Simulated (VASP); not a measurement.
TaN, 6 atoms in the cell. Symmetry: P-62m, No. 189, hexagonal system. The conventional cell has a = 5.120 Å, b = 5.120 Å, c = 2.874 Å, α = 90.00°, β = 90.00°, γ = 120.00°. Ta (site symmetry -62m) has 3 N at 2.02 Å within 2.7 Å. Within 2.8 Å of Ta (site symmetry -6) lie 6 N at 2.13 Å. N (site symmetry m2m) has 5 Ta at 2.02 to 2.13 Å within 2.7 Å. 

- Program: VASP 6.6.1
- Task: single point
- Functional: PBE
- Potentials or basis: VASP PAW PBE potentials, release 64 (Ta_pv, N)
- Cutoff: 520 eV
- k mesh: 6 × 6 × 9
- Occupations: fermi-dirac, width 0.05 eV
- Spin: no spin polarisation
- Dipole correction: no
- Further INCAR settings: ALGO = Normal; EDIFF = 1e-06; NBANDS = 33

Potentials or basis: VASP PAW PBE potentials, release 64 (Ta_pv, N).

The run is started by

```sh
$ cat potpaw_PBE.64/Ta_pv/POTCAR potpaw_PBE.64/N/POTCAR > POTCAR
$ mpirun -np 1 vasp_std > vasp.out
```

Hardware: 1 thread of Intel(R) Xeon(R) 6975P-C (Granite Rapids), with other jobs on the host.

Q: How long does it take, and how much memory?

A: Wall time 30 s on 1 thread of Intel(R) Xeon(R) 6975P-C (Granite Rapids), on a shared host, peak memory 0.21 GiB. Counts: scf iterations 14, k points 35.
